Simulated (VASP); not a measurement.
GaN, 4 atoms in the cell. Symmetry: P6_3mc, No. 186, hexagonal system. Conventional cell: a = 3.136 Å, b = 3.136 Å, c = 5.150 Å, α = 90.00°, β = 90.00°, γ = 120.00°. Within 2.5 Å of Ga (site symmetry 3m) lie 4 N at 1.92 to 1.93 Å. Within 2.5 Å of N (site symmetry 3m) lie 4 Ga at 1.92 to 1.93 Å.  This cell differs from its parent crystal: in-plane strain -0.005, then relaxed in part.

| Quantity | Value |
| --- | --- |
| Program | VASP 6.6.1 |
| Task | single point |
| Functional | LDA |
| Potentials or basis | VASP PAW LDA potentials, release 64 (Ga_d, N) |
| Cutoff | 520 eV |
| k mesh | 8 × 8 × 4 |
| Occupations | gaussian, width 0.01 eV |
| Spin | no spin polarisation |
| Dipole correction | no |
| Further INCAR settings | ALGO = Normal; EDIFF = 1e-07; NBANDS = 26 |

Potentials or basis: VASP PAW LDA potentials, release 64 (Ga_d, N).

Command:

```bash
$ cat potpaw_LDA.64/Ga_d/POTCAR potpaw_LDA.64/N/POTCAR > POTCAR
$ mpirun -np 1 vasp_std > vasp.out
```

Hardware: 1 thread of Intel(R) Xeon(R) Platinum 8259CL CPU @ 2.50GHz (Skylake/Cascade Lake), with other jobs on the host.

**Question.** How long does it take, and how much memory?

**Answer.** It took 42 s on 1 thread of Intel(R) Xeon(R) Platinum 8259CL CPU @ 2.50GHz (Skylake/Cascade Lake), with other jobs on the host, peak memory 0.15 GiB. Counts: scf iterations 17, k points 30.
